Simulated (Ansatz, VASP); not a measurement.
In in VASP and in Ansatz

```xyz
1
Lattice="-1.6261 1.6099 2.4739 1.6261 -1.6099 2.4739 1.6261 1.6099 -2.4739" Properties=species:S:1:pos:R:3 pbc="T T T"
In    0.0000    0.0000    0.0000
```

Change from the starting cell: strain -0.0100 x Voigt [0, 1, 0, 0, 0, 0], atoms carried along.

Alike in both runs: task single point; functional PBEsol; k mesh 20 × 20 × 20; occupations gaussian, width 0.15 eV; no spin polarisation.

|  | VASP | Ansatz |
| --- | --- | --- |
| version | VASP 6.6.1 | Ansatz 0.2.0 |
| potentials or method | VASP PAW PBE potentials, release 64 (In_d), cutoff 520 eV | scalar-relativistic, plane waves, PAW |
| valence electrons in the cell | 13 | 13 |

|  | VASP | Ansatz | Ansatz less VASP |
| --- | --- | --- | --- |
| gap on the k mesh at the Fermi level (eV) | none | none | - |
| pressure (GPa) | -0.5 | -0.5 | +0.01 |
| traceless stress, the component that is largest in VASP (GPa) | -0.17 | -0.17 | +0.004 |

VASP's potentials were made for PBE, not for PBEsol. A gap of «none» marks a metal or a gap that the smearing closes. With one functional, cell and mesh, what is left measures potentials, basis and numerics.
